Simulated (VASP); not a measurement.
Here is a VASP 6.6.1 calculation.

File INCAR:

```
PREC     = Accurate       # precision mode
ENCUT    = 520            # plane-wave cutoff, eV
EDIFF    = 1E-6           # SCF threshold, eV
ISMEAR   = -1             # smearing method
SIGMA    = 0.05           # smearing width, eV
LREAL    = False          # projectors in reciprocal space
LASPH    = True           # aspherical terms in the spheres
NELM     = 60             # most SCF steps
ALGO     = Normal         # electronic algorithm
ISIF     = 2              # what is computed and relaxed
LWAVE    = False          # write WAVECAR
LCHARG   = True           # write CHGCAR
GGA      = PE             # functional
LELF     = True           # ELF
LVHAR    = True         
NBANDS   = 16             # bands
```

KPOINTS

```
regular mesh
0
Gamma
  9 9 7
```

Contents of POSCAR:

```
AlN
1.0
    3.3557012103      0.0000000000      0.0000000000
   -1.6778506052      2.9061224957      0.0000000000
    0.0000000000      0.0000000000      4.2426688325
Al N
2 2
Direct
    0.6666666667      0.3333333333      0.2500000000
    0.3333333333      0.6666666667      0.7500000000
    0.6666666667      0.3333333333      0.7500000000
    0.3333333333      0.6666666667      0.2500000000
```

Potentials or basis: VASP PAW PBE potentials, release 64 (Al, N).

Launch:

```console
$ cat potpaw_PBE.64/Al/POTCAR potpaw_PBE.64/N/POTCAR > POTCAR
$ mpirun -np 1 vasp_std > vasp.out
```

Problem. Predict the band gap on the k mesh.

Solution. 2.97 eV.

Problem. Predict the pressure.

Solution. -7.5 GPa.

Stress tensor (GPa, compression positive):
```
-8.03  0.00  0.00
 0.00 -8.03  0.00
 0.00  0.00 -6.49
```

Caveat: the cell stands under tension; an odd mesh through Γ misses points on the zone boundary, where band edges can lie.
